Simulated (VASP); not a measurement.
A run of VASP 6.6.1 is set up as follows.

The input INCAR:

```
  ALGO = Normal
  DIPOL = 0.5 0.5 0.332
  EDIFF = 1E-6
  ENCUT = 520
  GGA = PE
  IDIPOL = 3
  ISIF = 2
  ISMEAR = 0
  ISPIN = 2
  IVDW = 12
  LASPH = T
  LCHARG = T
  LDIPOL = T
  LELF = T
  LORBIT = 11
  LREAL = F
  LVACPOTAV = T
  LVHAR = T
  LWAVE = F
  MAGMOM = 0 0 0 0 2
  NBANDS = 34
  NELM = 150
  PREC = Accurate
  SIGMA = 0.05
```

Contents of KPOINTS:

```
k-points
0
Gamma
  7 7 1
```

Contents of POSCAR:

```
SiSn2O2
1.0
    3.8201711355      0.0000000000      0.0000000000
    0.0000000000      3.8201711355      0.0000000000
    0.0000000000      0.0000000000     17.8630357197
Sn O Si
2 2 1
Direct
    0.5000000000      0.0000000000      0.2239261043
    0.0000000000      0.5000000000      0.3562124501
    0.0000000000      0.0000000000      0.2900692772
    0.5000000000      0.5000000000      0.2900692772
    0.0000000000      0.5000000000      0.5001961937
```

Potentials or basis: VASP PAW PBE potentials, release 64 (Sn_d, O, Si).

Launch:

```console
$ cat potpaw_PBE.64/Sn_d/POTCAR potpaw_PBE.64/O/POTCAR potpaw_PBE.64/Si/POTCAR > POTCAR
$ mpirun -np 1 vasp_std > vasp.out
```

(1) What does it give for the band gap on the k mesh?

(2) Estimate the largest force.

(3) Estimate the dispersion energy per atom.

(4) What does it give for the net moment?

Answers

(1) zero (filled and empty bands overlap).

(2) 0.067 eV/Å.

(3) -0.172 eV.

(4) 0.00 μB per cell.

Caveat: spin-orbit coupling is left out, which moves the levels of the heavy elements.
